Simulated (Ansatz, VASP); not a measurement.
**KF in VASP and in Ansatz**

Contents of POSCAR:

```
KF
1.0
    0.0000000000      2.6735000000      2.6735000000
    2.6735000000      0.0000000000      2.6735000000
    2.6735000000      2.6735000000      0.0000000000
K F
1 1
Direct
   -0.0046755190      0.0046755190      0.0046755190
    0.5000000000      0.5000000000      0.5000000000
```

Contents of INCAR.step1:

```
SYSTEM = KF
PREC = Accurate ; ENCUT = 520
ISMEAR = 0 ; SIGMA = 0.05
LREAL = .FALSE. ; LASPH = .TRUE.
NELM = 100 ; NBANDS = 15
GGA = PE ; ALGO = Normal
EDIFF = 1E-4 ; LWAVE = .TRUE.
LCHARG = .FALSE.
```

File INCAR.step2:

```
SYSTEM = KF
PREC = Accurate ; ENCUT = 520
EDIFF = 1E-6 ; ISMEAR = 0
SIGMA = 0.05 ; LREAL = .FALSE.
LASPH = .TRUE. ; NELM = 100
ALGO = Normal ; ISIF = 2
LWAVE = .FALSE. ; LCHARG = .FALSE.
METAGGA = R2SCAN ; LMIXTAU = .TRUE.
NBANDS = 15 ; ISTART = 1
```

KPOINTS

```
regular mesh
0
G
  8 8 8
  0 0 0
```

Input for Ansatz:

```yaml
crystal:
  lattice:
    - [0.0, 2.6735, 2.6735]
    - [2.6735, 0.0, 2.6735]
    - [2.6735, 2.6735, 0.0]
  atoms:
    - { symbol: K, position: [-0.004675519, 0.004675519, 0.004675519] }
    - { symbol: F, position: [0.5, 0.5, 0.5] }
basis:
  ecutwfc: 500
kpoints:
  mp_grid: { grid: [8, 8, 8] }
hamiltonian:
  xc: r2scan
scf:
  occupations: { method: gaussian, width: 0.05 }
output:
  forces: true
  stress: true
  eigenvalues: true
```

Change from the starting cell: all K atoms moved +0.025 Å, as atom 1 along Cartesian [1 0 0].

Alike in both runs: task single point; functional r2SCAN; k mesh 8 × 8 × 8; occupations gaussian, width 0.05 eV; no spin polarisation.

|  | VASP | Ansatz |
| --- | --- | --- |
| version | VASP 6.6.1 | Ansatz 0.2.0 |
| potentials or method | VASP PAW PBE potentials, release 64 (K_sv, F), cutoff 520 eV | scalar-relativistic, plane waves, PAW |
| valence electrons in the cell | 16 | 16 |

```csv
,VASP,Ansatz,Ansatz less VASP
gap on the k mesh at the Fermi level (eV),6.82,6.82,0.000
least direct gap on the mesh (eV),6.82,6.82,0.000
pressure (GPa),-0.6,-0.5,+0.04
rms of the force components (eV/Å),0.024,0.024,-0.0009
```

VASP's potentials were made for PBE, not for r2SCAN. Atom by atom the forces differ by 0.001 eV/Å (rms over components).
